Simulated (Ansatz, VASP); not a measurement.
Two plane-wave programs on TaN

The input INCAR:

```
SYSTEM = TaN
ALGO = Normal
EDIFF = 1E-7
ENCUT = 520
GGA = PS
ISIF = 2
ISMEAR = 0
LASPH = .TRUE.
LCHARG = .FALSE.
LREAL = .FALSE.
LWAVE = .FALSE.
NBANDS = 15
NELM = 100
PREC = Accurate
SIGMA = 0.15
```

KPOINTS

```
k-points
0
G
  20 20 20
  0 0 0
```

File POSCAR:

```
TaN
1.0
    0.0000000000      2.2088530247      2.1204989037
    2.2088530247      0.0000000000      2.1204989037
    2.2088530247      2.2088530247      0.0000000000
Ta N
1 1
Direct
    0.5000000000      0.5000000000      0.5000000000
    0.0000000000      0.0000000000      0.0000000000
```

Input for Ansatz:

```yaml
crystal:
  lattice:
    - [0.0, 2.2088530247, 2.1204989037]
    - [2.2088530247, 0.0, 2.1204989037]
    - [2.2088530247, 2.2088530247, 0.0]
  atoms:
    - { symbol: Ta, position: [0.5, 0.5, 0.5] }
    - { symbol: "N", position: [0.0, 0.0, 0.0] }
basis:
  ecutwfc: 420
kpoints:
  mp_grid: { grid: [20, 20, 20] }
hamiltonian:
  xc: pbesol
scf:
  occupations: { method: gaussian, width: 0.15 }
output:
  forces: true
  stress: true
  eigenvalues: true
```

Alike in both runs: task single point; functional PBEsol; k mesh 20 × 20 × 20; occupations gaussian, width 0.15 eV; no spin polarisation.

|  | VASP | Ansatz |
| --- | --- | --- |
| version | VASP 6.6.1 | Ansatz 0.2.0 |
| potentials or method | VASP PAW PBE potentials, release 64 (Ta_pv, N), cutoff 520 eV | scalar-relativistic, plane waves, PAW |
| valence electrons in the cell | 16 | 18 |

Ansatz gave:

* gap on the k mesh at the Fermi level (eV): none
* pressure (GPa): 5.9
* traceless stress, the component that is largest in VASP (GPa): 20.20

Task: Estimate VASP's values.

Result: gap on the k mesh at the Fermi level (eV): none; pressure (GPa): 7.0; traceless stress, the component that is largest in VASP (GPa): 20.38.

VASP's potentials were made for PBE, not for PBEsol. A gap of «none» marks a metal or a gap that the smearing closes. With one functional, cell and mesh, what is left measures potentials, basis and numerics. VASP's potentials hold 16 valence electrons a cell and Ansatz's 18, so a difference there can come from the potentials and not from the codes.

Spin-orbit coupling is off throughout.
